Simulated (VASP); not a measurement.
# TaN (Fm-3m) in VASP: single point with r2SCAN+U

Aim: the single point of TaN with r2SCAN+U.

All numbers are computed with VASP 6.6.1; they aren't measurements. Logs are shortened: lines on timing, memory, paths and dates and some standing lists are left out, and cuts for length are marked.

### 1 The cell of the first run

The structure is cubic, space group Fm-3m (No. 225). The conventional cell has a = 4.358 Å, b = 4.358 Å, c = 4.358 Å, α = 90.00°, β = 90.00°, γ = 90.00°. Ta (site symmetry m-3m) has 6 N at 2.18 Å within 2.9 Å. N (site symmetry m-3m) has 6 Ta at 2.18 Å within 2.9 Å.

### 2 Single point, r2SCAN+U, collinear spin

The input, POSCAR:

```
TaN
1.0
    0.0000000000      2.1790013100      2.1790013100
    2.1790013100      0.0000000000      2.1790013100
    2.1790013100      2.1790013100      0.0000000000
Ta N
1 1
Direct
    0.5000000000      0.5000000000      0.5000000000
    0.0000000000      0.0000000000      0.0000000000
```

The input, INCAR.step1:

```
SYSTEM = TaN
ALGO = Normal ; EDIFF = 1E-5
ENCUT = 770 ; GGA = PE
GGA_COMPAT = .FALSE. ; ISMEAR = 0
ISPIN = 2 ; LASPH = .TRUE.
LCHARG = .FALSE. ; LDAU = .TRUE.
LDAUJ = 0 0 ; LDAUL = 2 -1
LDAUTYPE = 2 ; LDAUU = 2 0
LMAXMIX = 4 ; LREAL = .FALSE.
LWAVE = .TRUE. ; MAGMOM = 2 0
NBANDS = 20 ; NELM = 200
PREC = Accurate ; SIGMA = 0.05
```

The input, INCAR.step2:

```
SYSTEM = TaN
ALGO = Normal ; EDIFF = 1E-6
ENCUT = 770 ; GGA_COMPAT = .FALSE.
ISIF = 2 ; ISMEAR = 0
ISPIN = 2 ; ISTART = 1
LASPH = .TRUE. ; LCHARG = .FALSE.
LDAU = .TRUE. ; LDAUJ = 0 0
LDAUL = 2 -1 ; LDAUPRINT = 1
LDAUTYPE = 2 ; LDAUU = 2 0
LMAXMIX = 4 ; LMIXTAU = .TRUE.
LORBIT = 11 ; LREAL = .FALSE.
LWAVE = .FALSE. ; MAGMOM = 2 0
METAGGA = R2SCAN ; NBANDS = 20
NELM = 200 ; PREC = Accurate
SIGMA = 0.05
```

The input, KPOINTS:

```
k-points
0
G
  7 7 7
  0 0 0
```

Potentials or basis: VASP PAW PBE potentials, release 64 (Ta_sv_GW, N).

Run with:

```sh
$ cat potpaw_PBE.64/Ta_sv_GW/POTCAR potpaw_PBE.64/N/POTCAR > POTCAR
$ cp INCAR.step1 INCAR
$ mpirun -np 1 vasp_std > vasp.out
$ cp INCAR.step2 INCAR
$ mpirun -np 1 vasp_std > vasp.out
```

OUTCAR:

```text
SYSTEM = TaN
   EDIFF = 1E-6
   ENCUT = 770
   ISIF = 2
   ISMEAR = 0
   ISPIN = 2
   ISTART = 1
   LASPH = .TRUE.
   LORBIT = 11
   LREAL = .FALSE.
   METAGGA = R2SCAN
   NELM = 200
   PREC = Accurate

 ion  position               nearest neighbor table
   1  0.500  0.500  0.500-   2 2.18   2 2.18   2 2.18   2 2.18   2 2.18   2 2.18
   2  0.000  0.000  0.000-   1 2.18   1 2.18   1 2.18   1 2.18   1 2.18   1 2.18

  LATTYP: Found a face centered cubic cell.
 ALAT       =     4.3580026200

  Lattice vectors:

 A1 = (   0.0000000000,   2.1790013100,   2.1790013100)
 A2 = (   2.1790013100,   0.0000000000,   2.1790013100)
 A3 = (   2.1790013100,   2.1790013100,   0.0000000000)

Analysis of symmetry for initial positions (statically):
=====================================================================
 Subroutine PRICEL returns:
 Original cell was already a primitive cell.

 Routine SETGRP: Setting up the symmetry group for a
 face centered cubic supercell.

 Subroutine GETGRP returns: Found 48 space group operations
 (whereof 48 operations were pure point group operations)
 out of a pool of 48 trial point group operations.

The static configuration has the point symmetry O_h .

Analysis of symmetry for dynamics (positions and initial velocities):
=====================================================================
 Subroutine PRICEL returns:
 Original cell was already a primitive cell.

 Routine SETGRP: Setting up the symmetry group for a
 face centered cubic supercell.

 Subroutine GETGRP returns: Found 48 space group operations
 (whereof 48 operations were pure point group operations)
 out of a pool of 48 trial point group operations.

The dynamic configuration has the point symmetry O_h .

Analysis of structural, dynamic, and magnetic symmetry:
=====================================================================
 Subroutine PRICEL returns:
 Original cell was already a primitive cell.

 Routine SETGRP: Setting up the symmetry group for a
 face centered cubic supercell.

 Subroutine GETGRP returns: Found 48 space group operations
 (whereof 48 operations were pure point group operations)
 out of a pool of 48 trial point group operations.

The overall configuration has the point symmetry O_h .

 Subroutine INISYM returns: Found 48 space group operations
 (whereof 48 operations are pure point group operations),
 and found     1 'primitive' translations

----------------------------------------------------------------------------------------

                                     Primitive cell

  volume of cell :      20.6920

  direct lattice vectors                    reciprocal lattice vectors
     0.000000000  2.179001310  2.179001310    -0.229462918  0.229462918  0.229462918
     2.179001310  0.000000000  2.179001310     0.229462918 -0.229462918  0.229462918
     2.179001310  2.179001310  0.000000000     0.229462918  0.229462918 -0.229462918

  length of vectors
     3.081573205  3.081573205  3.081573205     0.397441433  0.397441433  0.397441433

  position of ions in fractional coordinates (direct lattice)
     0.500000000  0.500000000  0.500000000
     0.000000000  0.000000000  0.000000000

  ion indices of the primitive-cell ions
   primitive index   ion index
                 1           1
                 2           2

----------------------------------------------------------------------------------------

 KPOINTS: k-points

Automatic generation of k-mesh.
 Grid dimensions read from file:
 generate k-points for:    7    7    7

 Generating k-lattice:

  Cartesian coordinates                     Fractional coordinates (reciprocal lattice)
    -0.032780417  0.032780417  0.032780417     0.142857143  0.000000000  0.000000000
     0.032780417 -0.032780417  0.032780417     0.000000000  0.142857143  0.000000000
     0.032780417  0.032780417 -0.032780417     0.000000000  0.000000000  0.142857143

  Length of vectors
     0.056777348  0.056777348  0.056777348

  Shift w.r.t. Gamma in fractional coordinates (k-lattice)
     0.000000000  0.000000000  0.000000000

 Subroutine IBZKPT returns following result:
 ===========================================

 Found     20 irreducible k-points:

 Following reciprocal coordinates:
            Coordinates               Weight
  0.000000  0.000000  0.000000      1.000000
  0.142857  0.000000  0.000000      8.000000
  0.285714  0.000000  0.000000      8.000000
  0.428571  0.000000  0.000000      8.000000
  0.142857  0.142857  0.000000      6.000000
  0.285714  0.142857  0.000000     24.000000
[... 12 lines left out ...]
 -0.428571  0.428571  0.142857     24.000000
 -0.285714  0.428571  0.142857     24.000000
   k-points           NKPTS =     20   k-points in BZ     NKDIM =     20   number of bands    NBANDS=     20
   number of dos      NEDOS =    301   number of ions     NIONS =      2
   total plane-waves  NPLWV =  21952
   dimension x,y,z NGX =    28 NGY =   28 NGZ =   28
   dimension x,y,z NGXF=    56 NGYF=   56 NGZF=   56
   ions per type =               1   1
   NGX,Y,Z   is equivalent  to a cutoff of  15.11, 15.11, 15.11 a.u.
   NGXF,Y,Z  is equivalent  to a cutoff of  30.21, 30.21, 30.21 a.u.
 SYSTEM =  TaN
   PREC   = accura    normal or accurate (medium, high low for compatibility)
   ISTART =      1    job   : 0-new  1-cont  2-samecut
   ICHARG =      0    charge: 1-file 2-atom 10-const
   ISPIN  =      2    spin polarized calculation?
   LNONCOLLINEAR =      F non collinear calculations
   LSORBIT =      F    spin-orbit coupling
   LASPH  =      T    aspherical Exc in radial PAW
   ENCUT  =  770.0 eV  56.59 Ry    7.52 a.u.   6.97  6.97  6.97*2*pi/ulx,y,z
   NELM   =    200;   NELMIN=  2; NELMDL=  0     # of ELM steps
   EDIFF  = 0.1E-05   stopping-criterion for ELM
   LREAL  =      F    real-space projection
   EDIFFG = 0.1E-04   stopping-criterion for IOM
   NSW    =      0    number of steps for IOM
   IBRION =     -1    ionic relax: 0-MD 1-quasi-New 2-CG
   NFREE  =      0    steps in history (QN), initial steepest desc. (CG)
   ISIF   =      2    stress and relaxation
   ISYM   =      2    0-nonsym 1-usesym 2-fastsym
   POTIM  = 0.5000    time-step for ionic-motion
   TEBEG  =    0.0;   TEEND  =   0.0 temperature during run
   PSTRESS=    0.0 pullay stress
   NELECT =      18.0000    total number of electrons
   NUPDOWN=      -1.0000    fix difference up-down
   EMIN   =  10.00;   EMAX   =-10.00  energy-range for DOS
   EFERMI =   0.00;   METHOD = LEGACY
   ISMEAR =     0;   SIGMA  =   0.05  broadening in eV -4-tet -1-fermi 0-gaus
   EFERMI_NEDOS =   21; number of points for ismear=-14 and -15
   IALGO  =     38    algorithm
   IMIX   =      4    mixing-type and parameters
     AMIX     =   0.40;   BMIX     =  1.00
     AMIX_MAG =   1.60;   BMIX_MAG =  1.00
  volume/ion in A,a.u.               =      10.35        69.82
  Fermi-wavevector in a.u.,A,eV,Ry     =   1.562781  2.953228 33.229306  2.442285
  Thomas-Fermi vector in A             =   2.665649
   LORBIT       =     11    0 simple, 1 ext, 2 COOP (PROOUT), +10 PAW based schemes
 LDA+U is selected, type is set to LDAUTYPE =  2
   angular momentum for each species LDAUL =     2   -1
   U (eV)           for each species LDAUU =   2.0  0.0
   J (eV)           for each species LDAUJ =   0.0  0.0
   METAGGA = R2SCAN    functional components
   LHFCALC =     F    Hartree Fock is set to
   AEXX    =    0.0000 exact exchange contribution
   IVDW    =     0    specifies the selected vdW correction
   LEPSILON=     F    determine dielectric tensor
   LRPA    =     F    only Hartree local field effects (RPA)
 spin polarized calculation
 Gauss-broadening in eV      SIGMA  =   0.05
  energy-cutoff  :      770.00
  volume of cell :       20.69
 maximum number of plane-waves:      1014
   NGX = 13   NGY = 13   NGZ = 13

 number of electron      17.9999999 magnetization      -0.0000128

atom =   1  type =  1  l = 2

 onsite density matrix

spin component  1

  0.2604 -0.0000 -0.0000  0.0000 -0.0000
 -0.0000  0.2604  0.0000 -0.0000  0.0000
 -0.0000  0.0000  0.1984 -0.0000  0.0000
  0.0000 -0.0000 -0.0000  0.2604  0.0000
 -0.0000  0.0000  0.0000  0.0000  0.1984

spin component  2

  0.2604 -0.0000 -0.0000  0.0000 -0.0000
 -0.0000  0.2604  0.0000 -0.0000  0.0000
 -0.0000  0.0000  0.1984 -0.0000  0.0000
  0.0000 -0.0000 -0.0000  0.2604  0.0000
 -0.0000  0.0000  0.0000  0.0000  0.1984

 occupancies and eigenvectors

  o =  0.1984  v =  0.0000  0.0000  0.0000  0.0000  0.0000  0.0000  0.0000  0.9993 -0.0000 -0.0362      0.0000  0.0000  0.0000  0.0000  0.0000  0.0000  0.0000  0.0000  0.0000  0.0000
  o =  0.1984  v =  0.0000  0.0000  0.0000  0.0000  0.0000  0.0000  0.0000 -0.0362  0.0000 -0.9993      0.0000  0.0000  0.0000  0.0000  0.0000  0.0000  0.0000  0.0000  0.0000  0.0000
  o =  0.1984  v =  0.0000  0.0000 -1.0000 -0.0000 -0.0061  0.0000  0.0000  0.0000  0.0000  0.0000      0.0000  0.0000  0.0000  0.0000  0.0000  0.0000  0.0000  0.0000  0.0000  0.0000
  o =  0.1984  v =  0.0000 -0.0000 -0.0061  0.0000  1.0000  0.0000  0.0000  0.0000  0.0000  0.0000      0.0000  0.0000  0.0000  0.0000  0.0000  0.0000  0.0000  0.0000  0.0000  0.0000
  o =  0.2604  v =  0.0000  0.0000  0.0000  0.0000  0.0000  0.0000 -0.6947  0.0000  0.7193  0.0000      0.0000  0.0000  0.0000  0.0000  0.0000  0.0000  0.0000  0.0000  0.0000  0.0000
  o =  0.2604  v =  0.0000  0.0000  0.0000  0.0000  0.0000  0.0000 -0.7193  0.0000 -0.6947 -0.0000      0.0000  0.0000  0.0000  0.0000  0.0000  0.0000  0.0000  0.0000  0.0000  0.0000
  o =  0.2604  v =  0.0000  0.0000  0.0000  0.0000  0.0000  1.0000  0.0000  0.0000  0.0000  0.0000      0.0000  0.0000  0.0000  0.0000  0.0000  0.0000  0.0000  0.0000  0.0000  0.0000
  o =  0.2604  v =  0.0000  0.3091  0.0000  0.9510 -0.0000  0.0000  0.0000  0.0000  0.0000  0.0000      0.0000  0.0000  0.0000  0.0000  0.0000  0.0000  0.0000  0.0000  0.0000  0.0000
  o =  0.2604  v =  1.0000  0.0000  0.0000  0.0000  0.0000  0.0000  0.0000  0.0000  0.0000  0.0000      0.0000  0.0000  0.0000  0.0000  0.0000  0.0000  0.0000  0.0000  0.0000  0.0000
  o =  0.2604  v =  0.0000 -0.9510 -0.0000  0.3091 -0.0000  0.0000  0.0000  0.0000  0.0000  0.0000      0.0000  0.0000  0.0000  0.0000  0.0000  0.0000  0.0000  0.0000  0.0000  0.0000

 number of electron      17.9999999 magnetization       0.0000007

 Free energy of the ion-electron system (eV)
  ---------------------------------------------------
  ext. energy  EPLUGINS =         0.00000000
  ---------------------------------------------------
  free energy    TOTEN  =       -60.39882378 eV

  energy without entropy =      -60.39812300  energy(sigma->0) =      -60.39847339

 E-fermi :  14.5900     XC(G=0): -14.9673

 val. band max:       14.4659130128   @ k =  -0.2857   0.1429   0.0000
 cond. band min:      14.6310565243   @ k =   0.2857   0.0000   0.0000
 fundamental gap:      0.1651435115
 Fermi energy:        14.5900334747

 spin component 1

 k-point     1 :       0.0000    0.0000    0.0000
  band No.  band energies     occupation
      1     -57.5363      1.00000
      2     -22.9816      1.00000
      3     -22.9816      1.00000
      4     -22.9816      1.00000
      5      -5.8167      1.00000
      6      10.2255      1.00000
[... 436 lines left out ...]
      6       6.0581      1.00000
[... 12 lines left out ...]
     19      35.6061      0.00000
     20      39.1269      0.00000
 Fermi energy:        14.5900334747

 spin component 2

 k-point     1 :       0.0000    0.0000    0.0000
  band No.  band energies     occupation
      1     -57.5363      1.00000
      2     -22.9816      1.00000
      3     -22.9816      1.00000
      4     -22.9816      1.00000
      5      -5.8167      1.00000
      6      10.2255      1.00000
[... 449 lines left out ...]
     19      35.6061      0.00000
     20      39.1269      0.00000

------------------------ aborting loop because EDIFF is reached ----------------------------------------

  FORCE on cell =-STRESS in cart. coord.  units (eV):
  Direction    XX          YY          ZZ          XY          YZ          ZX
  --------------------------------------------------------------------------------------
  -------------------------------------------------------------------------------------
  Total        2.0756374      2.0756374      2.0756374      0.0000000      0.0000000      0.0000000
  in kB      160.7161820    160.7161820    160.7161820      0.0000000      0.0000000      0.0000000
  external PRESSURE =     160.7161820 kB  Pullay stress =       0.0000000 kB

 VOLUME and BASIS-vectors are now :
 -----------------------------------------------------------------------------
  energy-cutoff  :      770.00
  volume of cell :       20.69
      direct lattice vectors                 reciprocal lattice vectors
     0.000000000  2.179001310  2.179001310    -0.229462918  0.229462918  0.229462918
     2.179001310  0.000000000  2.179001310     0.229462918 -0.229462918  0.229462918
     2.179001310  2.179001310  0.000000000     0.229462918  0.229462918 -0.229462918

 POSITION                                       TOTAL-FORCE (eV/Angst)
 -----------------------------------------------------------------------------------
      2.17900      2.17900      2.17900        -0.000000      0.000000      0.000000
      0.00000      0.00000      0.00000         0.000000     -0.000000     -0.000000
 -----------------------------------------------------------------------------------
    total drift:                                0.000000      0.000000      0.000000

  FREE ENERGIE OF THE ION-ELECTRON SYSTEM (eV)
  ---------------------------------------------------
  free  energy   TOTEN  =       -60.3988237840 eV

  energy  without entropy=      -60.3981229988  energy(sigma->0) =      -60.39847339

 total charge

# of ion       s       p       d       f       tot
--------------------------------------------------
    1        2.661   6.062   2.311   0.151  11.185
    2        1.239   2.593   0.000   0.000   3.833
--------------------------------------------------
tot          3.900   8.656   2.311   0.151  15.017

 magnetization (x)

# of ion       s       p       d       f       tot
--------------------------------------------------
    1        0.000  -0.000   0.000  -0.000   0.000
    2       -0.000  -0.000   0.000   0.000  -0.000
--------------------------------------------------
tot          0.000  -0.000   0.000  -0.000   0.000
```

It took 78 s on 1 thread of Intel Xeon Platinum 8375C at 2.90GHz (Ice Lake), shared host; peak memory 0.21 GiB.

Results:

- Free energy: -60.3988 eV
- Pressure: 16.1 GPa
- Band gap on the k mesh: zero (filled and empty bands overlap)
- Net moment: 0.00 μB per cell
- Valence electrons inside the program's atomic spheres: Ta 11.19; N 3.83

Eigenvalues of the final occupation matrices:
```tsv
site	spin	trace	eigenvalues
site 1 d	1	1.18	0.20 0.20 0.26 0.26 0.26
site 1 d	2	1.18	0.20 0.20 0.26 0.26 0.26
```

Caveat: the cell stands under pressure; the PAW data sets were made with another functional, which shifts forces and pressure a little; spin-orbit coupling is left out, which moves the levels of the heavy elements.

The gap in the log of VASP goes by the Fermi energy; the results here count the filled bands.